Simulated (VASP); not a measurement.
Here is a VASP 6.6.1 calculation.

Contents of INCAR:

```
PREC = Accurate
ENCUT = 520
EDIFF = 1E-7
ISMEAR = -1
SIGMA = 0.05
LREAL = False
LASPH = True
NELM = 100
ALGO = Normal
ISIF = 2
LWAVE = False
LCHARG = False
GGA = PS
NBANDS = 16
```

Contents of KPOINTS:

```
regular mesh
0
Gamma
  10 10 8
```

Contents of POSCAR:

```
ZrB2
1.0
    3.1344342432      0.0000000000      0.0000000000
   -1.5672171216      2.7144996811      0.0000000000
    0.0000000000      0.0000000000      3.4856576564
Zr B
1 2
Direct
    0.0000000000      0.0000000000      0.0000000000
    0.6666666667      0.3333333333      0.5000000000
    0.3333333333      0.6666666667      0.5000000000
```

Potentials or basis: VASP PAW PBE potentials, release 64 (Zr_sv, B).

Launch:

```sh
$ cat potpaw_PBE.64/Zr_sv/POTCAR potpaw_PBE.64/B/POTCAR > POTCAR
$ mpirun -np 1 vasp_std > vasp.out
```

Task: Predict the pressure.

Result: 5.3 GPa.

Task: What does it give for the band gap on the k mesh?

Result: Zero (bands 9 and 10 overlap by 0.82 eV).

Caveat: the cell stands under pressure; the PAW data sets were made with another functional, which shifts forces and pressure a little.
